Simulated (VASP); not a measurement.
Set up this calculation in VASP 6.6.1, as the native input.

* Task: single point
* Functional: PBEsol
* Potentials or basis: VASP PAW PBE potentials, release 64 (Ta_pv, C)
* Cutoff: 520 eV
* k mesh: 18 × 18 × 8
* Occupations: gaussian, width 0.1 eV
* Spin: no spin polarisation
* Dipole correction: no
* Further INCAR settings: ALGO = Normal; EDIFF = 1e-06; NBANDS = 20

The structure of Ta2C lies in POSCAR:

```
Ta2C
1.0
    2.9629721848      0.0000000000      0.0000000000
   -1.4814860924      2.5660091827      0.0000000000
    0.0000000000      0.0000000000      4.7259994404
Ta C
2 1
Direct
    0.3333333333      0.6666666667      0.2591020204
    0.6666666667      0.3333333333      0.7408979796
    0.0000000000      0.0000000000      0.0000000000
```

One way to write it, as run:

INCAR

```
SYSTEM = Ta2C
  ALGO = Normal
  EDIFF = 1E-6
  ENCUT = 520
  GGA = PS
  ISIF = 2
  ISMEAR = 0
  LASPH = .TRUE.
  LCHARG = .FALSE.
  LREAL = .FALSE.
  LWAVE = .FALSE.
  NBANDS = 20
  NELM = 100
  PREC = Accurate
  SIGMA = 0.1
```

KPOINTS

```
k-points
0
G
  18 18 8
  0 0 0
```

Potentials or basis: VASP PAW PBE potentials, release 64 (Ta_pv, C).

Run with:

```sh
$ cat potpaw_PBE.64/Ta_pv/POTCAR potpaw_PBE.64/C/POTCAR > POTCAR
$ mpirun -np 1 vasp_std > vasp.out
```

Results of the run:

* Pressure: 46.3 GPa
* Largest force: 0.068 eV/Å
* Band gap on the k mesh: zero (bands 13 and 14 overlap by 0.93 eV)

Caveat: the cell stands under pressure; the PAW data sets were made with another functional, which shifts forces and pressure a little; spin-orbit coupling is left out, which moves the levels of the heavy elements.

Run time: 5.3 min on 1 thread of Intel Xeon 8259CL, with other jobs on the host, peak memory 0.26 GiB.
